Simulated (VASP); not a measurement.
CeO2, 3 atoms in the cell. It takes space group Fm-3m (No. 225, cubic). The conventional cell has a = 5.297 Å, b = 5.297 Å, c = 5.297 Å, α = 90.00°, β = 90.00°, γ = 90.00°. Within 3.0 Å of Ce (site symmetry m-3m) lie 8 O at 2.29 Å. Within 3.0 Å of O (site symmetry -43m) lie 4 Ce at 2.29 Å and 6 O at 2.65 Å. 

* Program: VASP 6.6.1
* Task: single point
* Functional: LDA
* Potentials or basis: VASP PAW LDA potentials, release 64 (Ce, O)
* Cutoff: 520 eV
* k mesh: 9 × 9 × 9
* Occupations: fermi-dirac, width 0.05 eV
* Spin: non-collinear spin, typed start, spin-orbit coupling
* Starting moments: [[0.577, 0.577, 0.577], [0.0, 0.0, 0.0], [0.0, 0.0, 0.0]] μB
* Dipole correction: no
* Further INCAR settings: ALGO = Normal; EDIFF = 1e-06; NBANDS = 37

Potentials or basis: VASP PAW LDA potentials, release 64 (Ce, O).

The run is started by

```console
$ cat potpaw_LDA.64/Ce/POTCAR potpaw_LDA.64/O/POTCAR > POTCAR
$ mpirun -np 1 vasp_ncl > vasp.out
```

Hardware: 1 thread of Oxide Virtual Turin-like Processor, with other jobs on the host.

Q: Estimate the wall time of this run.

A: Run time: 22 min on 1 thread of Oxide Virtual Turin-like Processor, on a shared host, peak memory 0.37 GiB. Counts: scf iterations 34, k points 125.
